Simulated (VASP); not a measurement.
# Mn (Pm-3m) in VASP: notebook

The runs below take Mn through single point, with r2SCAN, r2SCAN0.

Everything below comes from runs of VASP 6.6.1. Logs are shortened: lines on timing, memory, paths and dates and some standing lists are left out, and cuts for length are marked.

## (1) The cell of the first run

Symmetry: Pm-3m, No. 221, cubic system. The conventional cell has a = 2.554 Å, b = 2.554 Å, c = 2.554 Å, α = 90.00°, β = 90.00°, γ = 90.00°. Within 3.4 Å of Mn (site symmetry m-3m) lie 6 Mn at 2.55 Å.

This isn't the form of Mn at room conditions, which is a 58-atom cubic cell.

## (2) Single point, r2SCAN, collinear spin, antiferromagnetic start (16.67 Å³/atom)

POSCAR

```
Mn
1.0
    0.0000000000      2.5543710631      2.5543710631
    2.5543710631      0.0000000000      2.5543710631
    2.5543710631      2.5543710631      0.0000000000
Mn
2
Direct
    1.0000000000      0.0000000000      0.0000000000
    0.5000000000      0.5000000000      0.5000000000
```

INCAR.step1

```
ALGO = Normal ; EDIFF = 1E-4
ENCUT = 520 ; GGA = PE
ISMEAR = -1 ; ISPIN = 2
LASPH = T ; LCHARG = F
LMAXMIX = 4 ; LREAL = F
LWAVE = T ; MAGMOM = 3.708 -3.708
NBANDS = 24 ; NELM = 150
PREC = Accurate ; SIGMA = 0.05
```

INCAR.step2

```
ALGO = Normal ; EDIFF = 1E-7
ENCUT = 520 ; ISIF = 2
ISMEAR = -1 ; ISPIN = 2
ISTART = 1 ; LASPH = T
LCHARG = F ; LMAXMIX = 4
LMIXTAU = T ; LORBIT = 11
LREAL = F ; LWAVE = F
MAGMOM = 3.708 -3.708 ; METAGGA = R2SCAN
NBANDS = 24 ; NELM = 150
PREC = Accurate ; SIGMA = 0.05
```

KPOINTS

```
k-points
0
Gamma
  12 12 12
```

Potentials or basis: VASP PAW PBE potentials, release 64 (Mn_pv).

On the command line:

```bash
> cat potpaw_PBE.64/Mn_pv/POTCAR > POTCAR
> cp INCAR.step1 INCAR
> mpirun -np 1 vasp_std > vasp.out
> cp INCAR.step2 INCAR
> mpirun -np 1 vasp_std > vasp.out
```

OUTCAR:

```text
EDIFF = 1E-7
   ENCUT = 520
   ISIF = 2
   ISMEAR = -1
   ISPIN = 2
   ISTART = 1
   LASPH = T
   LORBIT = 11
   LREAL = F
   METAGGA = R2SCAN
   NELM = 150
   PREC = Accurate

 ion  position               nearest neighbor table
   1  0.000  0.000  0.000-   2 2.55   2 2.55   2 2.55   2 2.55   2 2.55   2 2.55
   2  0.500  0.500  0.500-   1 2.55   1 2.55   1 2.55   1 2.55   1 2.55   1 2.55

  LATTYP: Found a face centered cubic cell.
 ALAT       =     5.1087421262

  Lattice vectors:

 A1 = (   0.0000000000,   2.5543710631,   2.5543710631)
 A2 = (   2.5543710631,   0.0000000000,   2.5543710631)
 A3 = (   2.5543710631,   2.5543710631,   0.0000000000)

Analysis of symmetry for initial positions (statically):
=====================================================================
 Subroutine PRICEL returns following result:

  LATTYP: Found a simple cubic cell.
 ALAT       =     2.5543710631

  Lattice vectors:

 A1 = (  -2.5543710631,   0.0000000000,   0.0000000000)
 A2 = (   0.0000000000,   0.0000000000,   2.5543710631)
 A3 = (   0.0000000000,   2.5543710631,   0.0000000000)

   2 primitive cells build up your supercell.

 Routine SETGRP: Setting up the symmetry group for a
 face centered cubic supercell.

 Subroutine GETGRP returns: Found 48 space group operations
 (whereof 48 operations were pure point group operations)
 out of a pool of 48 trial point group operations.

The static configuration has the point symmetry O_h .

Analysis of symmetry for dynamics (positions and initial velocities):
=====================================================================
 Subroutine PRICEL returns following result:

  LATTYP: Found a simple cubic cell.
 ALAT       =     2.5543710631

  Lattice vectors:

 A1 = (  -2.5543710631,   0.0000000000,   0.0000000000)
 A2 = (   0.0000000000,   0.0000000000,   2.5543710631)
 A3 = (   0.0000000000,   2.5543710631,   0.0000000000)

   2 primitive cells build up your supercell.

 Routine SETGRP: Setting up the symmetry group for a
 face centered cubic supercell.

 Subroutine GETGRP returns: Found 48 space group operations
 (whereof 48 operations were pure point group operations)
 out of a pool of 48 trial point group operations.

The dynamic configuration has the point symmetry O_h .

Analysis of structural, dynamic, and magnetic symmetry:
=====================================================================
 Subroutine PRICEL returns following result:

  LATTYP: Found a simple cubic cell.
 ALAT       =     2.5543710631

  Lattice vectors:

 A1 = (  -2.5543710631,   0.0000000000,   0.0000000000)
 A2 = (   0.0000000000,   0.0000000000,   2.5543710631)
 A3 = (   0.0000000000,   2.5543710631,   0.0000000000)

   2 primitive cells build up your supercell.

 Routine SETGRP: Setting up the symmetry group for a
 face centered cubic supercell.

 Subroutine GETGRP returns: Found 48 space group operations
 (whereof 48 operations were pure point group operations)
 out of a pool of 48 trial point group operations.

The overall configuration has the point symmetry O_h .

 Subroutine INISYM returns: Found 48 space group operations
 (whereof 48 operations are pure point group operations),
 and found     2 'primitive' translations

----------------------------------------------------------------------------------------

                                     Primitive cell

  volume of cell :      16.6668

  direct lattice vectors                    reciprocal lattice vectors
    -2.554371063  0.000000000  0.000000000    -0.391485800  0.000000000  0.000000000
     0.000000000  0.000000000  2.554371063     0.000000000  0.000000000  0.391485800
     0.000000000  2.554371063  0.000000000     0.000000000  0.391485800  0.000000000

  length of vectors
     2.554371063  2.554371063  2.554371063     0.391485800  0.391485800  0.391485800

  position of ions in fractional coordinates (direct lattice)
     0.000000000  0.000000000  0.000000000

  ion indices of the primitive-cell ions
   primitive index   ion index
                 1           1

----------------------------------------------------------------------------------------

 KPOINTS: k-points

Automatic generation of k-mesh.
 Grid dimensions read from file:
 generate k-points for:   12   12   12

 Generating k-lattice:

  Cartesian coordinates                     Fractional coordinates (reciprocal lattice)
    -0.016311908  0.016311908  0.016311908     0.083333333  0.000000000  0.000000000
     0.016311908 -0.016311908  0.016311908     0.000000000  0.083333333  0.000000000
     0.016311908  0.016311908 -0.016311908     0.000000000  0.000000000  0.083333333

  Length of vectors
     0.028253054  0.028253054  0.028253054

  Shift w.r.t. Gamma in fractional coordinates (k-lattice)
     0.000000000  0.000000000  0.000000000

 Subroutine IBZKPT returns following result:
 ===========================================

 Found     72 irreducible k-points:

 Following reciprocal coordinates:
            Coordinates               Weight
  0.000000  0.000000  0.000000      1.000000
  0.083333  0.000000  0.000000      8.000000
  0.166667  0.000000  0.000000      8.000000
  0.250000  0.000000  0.000000      8.000000
  0.333333  0.000000  0.000000      8.000000
  0.416667  0.000000  0.000000      8.000000
[... 16 lines left out ...]
  0.500000  0.166667  0.000000     24.000000
 -0.416667  0.166667  0.000000     24.000000
 [... further k-points ...]
   k-points           NKPTS =     72   k-points in BZ     NKDIM =     72   number of bands    NBANDS=     24
   number of dos      NEDOS =    301   number of ions     NIONS =      2
   total plane-waves  NPLWV =  21952
   dimension x,y,z NGX =    28 NGY =   28 NGZ =   28
   dimension x,y,z NGXF=    56 NGYF=   56 NGZF=   56
   ions per type =               2
   NGX,Y,Z   is equivalent  to a cutoff of  12.89, 12.89, 12.89 a.u.
   NGXF,Y,Z  is equivalent  to a cutoff of  25.77, 25.77, 25.77 a.u.
 SYSTEM =  unknown system
   PREC   = accura    normal or accurate (medium, high low for compatibility)
   ISTART =      1    job   : 0-new  1-cont  2-samecut
   ICHARG =      0    charge: 1-file 2-atom 10-const
   ISPIN  =      2    spin polarized calculation?
   LNONCOLLINEAR =      F non collinear calculations
   LSORBIT =      F    spin-orbit coupling
   LASPH  =      T    aspherical Exc in radial PAW
   ENCUT  =  520.0 eV  38.22 Ry    6.18 a.u.   6.72  6.72  6.72*2*pi/ulx,y,z
   NELM   =    150;   NELMIN=  2; NELMDL=  0     # of ELM steps
   EDIFF  = 0.1E-06   stopping-criterion for ELM
   LREAL  =      F    real-space projection
   EDIFFG = 0.1E-05   stopping-criterion for IOM
   NSW    =      0    number of steps for IOM
   IBRION =     -1    ionic relax: 0-MD 1-quasi-New 2-CG
   NFREE  =      0    steps in history (QN), initial steepest desc. (CG)
   ISIF   =      2    stress and relaxation
   ISYM   =      2    0-nonsym 1-usesym 2-fastsym
   POTIM  = 0.5000    time-step for ionic-motion
   TEBEG  =    0.0;   TEEND  =   0.0 temperature during run
   PSTRESS=    0.0 pullay stress
   NELECT =      26.0000    total number of electrons
   NUPDOWN=      -1.0000    fix difference up-down
   EMIN   =  10.00;   EMAX   =-10.00  energy-range for DOS
   EFERMI =   0.00;   METHOD = LEGACY
   ISMEAR =    -1;   SIGMA  =   0.05  broadening in eV -4-tet -1-fermi 0-gaus
   EFERMI_NEDOS =   21; number of points for ismear=-14 and -15
   IALGO  =     38    algorithm
   IMIX   =      4    mixing-type and parameters
     AMIX     =   0.40;   BMIX     =  1.00
     AMIX_MAG =   1.60;   BMIX_MAG =  1.00
  volume/ion in A,a.u.               =      16.67       112.47
  Fermi-wavevector in a.u.,A,eV,Ry     =   1.506972  2.847765 30.898365  2.270966
  Thomas-Fermi vector in A             =   2.617620
   LORBIT       =     11    0 simple, 1 ext, 2 COOP (PROOUT), +10 PAW based schemes
   METAGGA = R2SCAN    functional components
   LHFCALC =     F    Hartree Fock is set to
   AEXX    =    0.0000 exact exchange contribution
   IVDW    =     0    specifies the selected vdW correction
   LEPSILON=     F    determine dielectric tensor
   LRPA    =     F    only Hartree local field effects (RPA)
 spin polarized calculation
  energy-cutoff  :      520.00
  volume of cell :       33.33
 maximum number of plane-waves:       934
   NGX = 13   NGY = 13   NGZ = 13

 number of electron      26.0000015 magnetization       0.0000000

 number of electron      26.0000015 magnetization      -0.0000000

 Free energy of the ion-electron system (eV)
  ---------------------------------------------------
  ext. energy  EPLUGINS =         0.00000000
  ---------------------------------------------------
  free energy    TOTEN  =       -28.39582670 eV

  energy without entropy =      -28.37259327  energy(sigma->0) =      -28.38420999

 E-fermi :   6.7358     XC(G=0): -12.3877

 val. band max:        6.7340756654   @ k =  -0.3333   0.2500   0.0000
 cond. band min:       6.7400247909   @ k =  -0.2500   0.1667   0.0000
 fundamental gap:      0.0059491255
 Fermi energy:         6.7358414381

 spin component 1

 k-point     1 :       0.0000    0.0000    0.0000
  band No.  band energies     occupation
      1     -46.1247      1.00000
      2     -46.1247      1.00000
      3     -46.1246      1.00000
      4     -40.9618      1.00000
      5     -40.9617      1.00000
      6     -40.9614      1.00000
[... 16 lines left out ...]
     23      21.3741      0.00000
     24      21.3741      0.00000
[... 598 lines left out ...]
      2     -46.1277      1.00000
      3     -46.1251      1.00000
      4     -40.9775      1.00000
      5     -40.9682      1.00000
      6     -40.9679      1.00000
[... 16 lines left out ...]
     23      21.1938      0.00000
     24      23.7768      0.00000

 [... further k-points ...]

 spin component 2

 k-point     1 :       0.0000    0.0000    0.0000
  band No.  band energies     occupation
      1     -46.1247      1.00000
      2     -46.1247      1.00000
      3     -46.1246      1.00000
      4     -40.9618      1.00000
      5     -40.9617      1.00000
      6     -40.9614      1.00000
[... 16 lines left out ...]
     23      21.3741      0.00000
     24      21.3741      0.00000
[... 598 lines left out ...]
      2     -46.1277      1.00000
      3     -46.1251      1.00000
      4     -40.9775      1.00000
      5     -40.9682      1.00000
      6     -40.9679      1.00000
[... 16 lines left out ...]
     23      21.1938      0.00000
     24      23.7768      0.00000

 [... further k-points ...]
[... 5 lines left out ...]
  --------------------------------------------------------------------------------------
  -------------------------------------------------------------------------------------
  Total        0.0291157      0.0291157      0.0291157      0.0000000      0.0000000      0.0000000
  in kB        1.3994430      1.3994430      1.3994430      0.0000000      0.0000000      0.0000000
  external PRESSURE =       1.3994430 kB  Pullay stress =       0.0000000 kB

 VOLUME and BASIS-vectors are now :
 -----------------------------------------------------------------------------
  energy-cutoff  :      520.00
  volume of cell :       33.33
      direct lattice vectors                 reciprocal lattice vectors
     0.000000000  2.554371063  2.554371063    -0.195742900  0.195742900  0.195742900
     2.554371063  0.000000000  2.554371063     0.195742900 -0.195742900  0.195742900
     2.554371063  2.554371063  0.000000000     0.195742900  0.195742900 -0.195742900

 POSITION                                       TOTAL-FORCE (eV/Angst)
 -----------------------------------------------------------------------------------
      0.00000      0.00000      0.00000         0.000000      0.000000     -0.000000
      2.55437      2.55437      2.55437        -0.000000     -0.000000      0.000000
 -----------------------------------------------------------------------------------
    total drift:                                0.000000      0.000000      0.000000

  FREE ENERGIE OF THE ION-ELECTRON SYSTEM (eV)
  ---------------------------------------------------
  free  energy   TOTEN  =       -28.3958267031 eV

  energy  without entropy=      -28.3725932715  energy(sigma->0) =      -28.38420999

 total charge

# of ion       s       p       d       tot
------------------------------------------
    1        0.426   6.222   4.915  11.563
    2        0.426   6.222   4.915  11.563
--------------------------------------------------
tot          0.851  12.444   9.830  23.125

 magnetization (x)

# of ion       s       p       d       tot
------------------------------------------
    1        0.104   0.027   3.664   3.795
    2       -0.104  -0.027  -3.664  -3.795
--------------------------------------------------
tot          0.000   0.000   0.000   0.000
```

Run time: 9.4 min. Hardware: 1 thread of Intel Xeon Platinum 8259CL at 2.50GHz (Skylake/Cascade Lake), shared host; peak memory 0.23 GiB.

What came out:

| Property | Result |
| --- | --- |
| Free energy | -28.3958 eV |
| Pressure | 0.1 GPa |
| Band gap on the k mesh | zero (filled and empty bands overlap) |
| Net moment | 0.00 μB per cell |
| Site moments | Mn +3.79, -3.79 μB |
| Valence electrons inside the program's atomic spheres | Mn 11.56 |

Caveat: the antiferromagnetic order is the one typed at the start, and another may lie lower; the PAW data sets were made with another functional, which shifts forces and pressure a little.

## (3) Single point, r2SCAN, collinear spin, antiferromagnetic start (17.33 Å³/atom)

This run uses another cell than the first one, of 17.33 Å³/atom.

POSCAR

```
Mn
1.0
    0.0000000000      2.5879850634      2.5879850634
    2.5879850634      0.0000000000      2.5879850634
    2.5879850634      2.5879850634      0.0000000000
Mn
2
Direct
    1.0000000000      0.0000000000      0.0000000000
    0.5000000000      0.5000000000      0.5000000000
```

INCAR.step1

```
SYSTEM = Mn
ALGO = Normal
EDIFF = 1E-4
ENCUT = 520
GGA = PE
ISMEAR = -1
ISPIN = 2
LASPH = .True.
LCHARG = .False.
LMAXMIX = 4
LREAL = .False.
LWAVE = .True.
MAGMOM = 3.708 -3.708
NBANDS = 24
NELM = 150
PREC = Accurate
SIGMA = 0.05
```

INCAR.step2

```
SYSTEM = Mn
ALGO = Normal
EDIFF = 1E-6
ENCUT = 520
ISIF = 2
ISMEAR = -1
ISPIN = 2
ISTART = 1
LASPH = .True.
LCHARG = .False.
LMAXMIX = 4
LMIXTAU = .True.
LORBIT = 11
LREAL = .False.
LWAVE = .False.
MAGMOM = 3.708 -3.708
METAGGA = R2SCAN
NBANDS = 24
NELM = 150
PREC = Accurate
SIGMA = 0.05
```

KPOINTS

```
k-points
0
Gamma
  12 12 12
  0 0 0
```

Potentials or basis: VASP PAW PBE potentials, release 64 (Mn_pv).

On the command line:

```bash
> cat potpaw_PBE.64/Mn_pv/POTCAR > POTCAR
> cp INCAR.step1 INCAR
> mpirun -np 1 vasp_std > vasp.out
> cp INCAR.step2 INCAR
> mpirun -np 1 vasp_std > vasp.out
```

OUTCAR:

```text
SYSTEM = Mn
   EDIFF = 1E-6
   ENCUT = 520
   ISIF = 2
   ISMEAR = -1
   ISPIN = 2
   ISTART = 1
   LASPH = .True.
   LORBIT = 11
   LREAL = .False.
   METAGGA = R2SCAN
   NELM = 150
   PREC = Accurate

 ion  position               nearest neighbor table
   1  0.000  0.000  0.000-   2 2.59   2 2.59   2 2.59   2 2.59   2 2.59   2 2.59
   2  0.500  0.500  0.500-   1 2.59   1 2.59   1 2.59   1 2.59   1 2.59   1 2.59

  LATTYP: Found a face centered cubic cell.
 ALAT       =     5.1759701268

  Lattice vectors:

 A1 = (   0.0000000000,   2.5879850634,   2.5879850634)
 A2 = (   2.5879850634,   0.0000000000,   2.5879850634)
 A3 = (   2.5879850634,   2.5879850634,   0.0000000000)
[... 1540 lines left out ...]
 -----------------------------------------------------------------------------
  energy-cutoff  :      520.00
  volume of cell :       34.67
      direct lattice vectors                 reciprocal lattice vectors
     0.000000000  2.587985063  2.587985063    -0.193200497  0.193200497  0.193200497
     2.587985063  0.000000000  2.587985063     0.193200497 -0.193200497  0.193200497
     2.587985063  2.587985063  0.000000000     0.193200497  0.193200497 -0.193200497

 POSITION                                       TOTAL-FORCE (eV/Angst)
 -----------------------------------------------------------------------------------
      0.00000      0.00000      0.00000         0.000000      0.000000      0.000000
      2.58799      2.58799      2.58799        -0.000000     -0.000000     -0.000000
 -----------------------------------------------------------------------------------
    total drift:                                0.000000      0.000000      0.000000

  FREE ENERGIE OF THE ION-ELECTRON SYSTEM (eV)
  ---------------------------------------------------
  free  energy   TOTEN  =       -28.3910974155 eV

  energy  without entropy=      -28.3713809189  energy(sigma->0) =      -28.38123917

 total charge

# of ion       s       p       d       tot
------------------------------------------
    1        0.418   6.212   4.892  11.522
    2        0.418   6.212   4.892  11.522
--------------------------------------------------
tot          0.837  12.424   9.783  23.044

 magnetization (x)

# of ion       s       p       d       tot
------------------------------------------
    1        0.107   0.028   3.754   3.889
    2       -0.107  -0.028  -3.754  -3.889
--------------------------------------------------
tot          0.000   0.000   0.000   0.000
```

OSZICAR.step1:

```text
N       E                     dE             d eps       ncg     rms          rms(c)
DAV:   1     0.263811328878E+03    0.26381E+03   -0.15106E+04  6976   0.134E+03
DAV:   2    -0.743146917015E+01   -0.27124E+03   -0.26082E+03  7072   0.389E+02
DAV:   3    -0.177343995680E+02   -0.10303E+02   -0.10257E+02  7712   0.890E+01
DAV:   4    -0.178589929941E+02   -0.12459E+00   -0.12458E+00  7936   0.929E+00
DAV:   5    -0.178619726582E+02   -0.29797E-02   -0.29796E-02  7960   0.146E+00    0.124E+01
DAV:   6    -0.162932520286E+02    0.15687E+01   -0.85385E+00  7128   0.340E+01    0.946E+00
DAV:   7    -0.162754437459E+02    0.17808E-01   -0.71707E-01  7080   0.996E+00    0.332E+00
DAV:   8    -0.162841841315E+02   -0.87404E-02   -0.24639E-02  7936   0.133E+00    0.118E+00
DAV:   9    -0.162792706154E+02    0.49135E-02   -0.96372E-03  7368   0.656E-01    0.269E-01
DAV:  10    -0.162797753901E+02   -0.50477E-03   -0.16262E-03  7464   0.292E-01    0.137E-01
DAV:  11    -0.162799599929E+02   -0.18460E-03   -0.59491E-04  7112   0.152E-01    0.734E-02
DAV:  12    -0.162799588848E+02    0.11081E-05   -0.26484E-05  3816   0.402E-02
   1 F= -.16279959E+02 E0= -.16266392E+02  d E =-.271339E-01  mag=    -0.0000
```

Wall time 8 min (1 thread of Intel Xeon Platinum 8259CL at 2.50GHz (Skylake/Cascade Lake), shared host); peak memory 0.23 GiB.

What came out:

| Item | Value |
| --- | --- |
| Free energy | -28.3911 eV |
| Pressure | -1.3 GPa |
| Band gap on the k mesh | zero (filled and empty bands overlap) |
| Net moment | 0.00 μB per cell |
| Site moments | Mn +3.89, -3.89 μB |
| Valence electrons inside the program's atomic spheres | Mn 11.52 |

Levels at points of the mesh, in eV from the Fermi level:
Spin up:
| k point | band 10 | band 11 | band 12 | band 13 | band 14 | band 15 | band 16 | band 17 |
| --- | --- | --- | --- | --- | --- | --- | --- | --- |
| (0.00, 0.00, 0.00) | -4.10 | -4.10 | -4.10 | 1.63 | 1.63 | 1.63 | 1.95 | 1.95 |
| (0.50, 0.00, 0.00) | -3.48 | -3.29 | -3.29 | -1.78 | 0.06 | 0.06 | 1.70 | 1.70 |
| (0.50, 0.50, 0.00) | -3.22 | -3.22 | -2.40 | -1.98 | 1.20 | 2.04 | 2.04 | 2.04 |
Spin down:
| k point | band 11 | band 12 | band 13 | band 14 | band 15 | band 16 |
| --- | --- | --- | --- | --- | --- | --- |
| (0.00, 0.00, 0.00) | -4.10 | -4.10 | 1.63 | 1.63 | 1.63 | 1.95 |
| (0.50, 0.00, 0.00) | -3.29 | -3.29 | -1.78 | 0.06 | 0.06 | 1.70 |
| (0.50, 0.50, 0.00) | -3.22 | -2.40 | -1.98 | 1.20 | 2.04 | 2.04 |

Caveat: the antiferromagnetic order is the one typed at the start, and another may lie lower; the PAW data sets were made with another functional, which shifts forces and pressure a little.

(Continued in part 2 of 2.)

The gap in the log of VASP goes by the Fermi energy; the results here count the filled bands.